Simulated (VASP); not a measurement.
AlNi, 2 atoms in the cell. Symmetry: Cmmm, No. 65, orthorhombic system. The conventional cell has a = 3.553 Å, b = 3.579 Å, c = 3.692 Å, α = 90.00°, β = 90.00°, γ = 90.00°. Al (site symmetry mmm) has 4 Al at 2.52 Å and 8 Ni at 2.56 to 2.57 Å within 3.3 Å. Ni (site symmetry mmm) has 4 Ni at 2.52 Å and 8 Al at 2.56 to 2.57 Å within 3.3 Å.  This cell differs from its parent crystal: ratio of the length along z to the lengths across it x 1.3, volume and fractional coordinates fixed.

* Program: VASP 6.6.1
* Task: single point
* Functional: r2SCAN
* Potentials or basis: VASP PAW PBE potentials, release 64 (Al, Ni)
* Cutoff: 520 eV
* k mesh: 20 × 20 × 18
* Occupations: gaussian, width 0.15 eV
* Spin: no spin polarisation
* Dipole correction: no
* Further INCAR settings: ALGO = Normal; EDIFF = 1e-06; NBANDS = 14

Potentials or basis: VASP PAW PBE potentials, release 64 (Al, Ni).

Launch:

```sh
$ cat potpaw_PBE.64/Al/POTCAR potpaw_PBE.64/Ni/POTCAR > POTCAR
$ cp INCAR.step1 INCAR
$ mpirun -np 1 vasp_std > vasp.out
$ cp INCAR.step2 INCAR
$ mpirun -np 1 vasp_std > vasp.out
```

Hardware: 1 thread of Oxide Virtual Turin-like Processor (shared host).

Estimate the wall time of this run.

It took 30 min on 1 thread of Oxide Virtual Turin-like Processor, with other jobs on the host, peak memory 0.43 GiB. Counts: k points 1110.
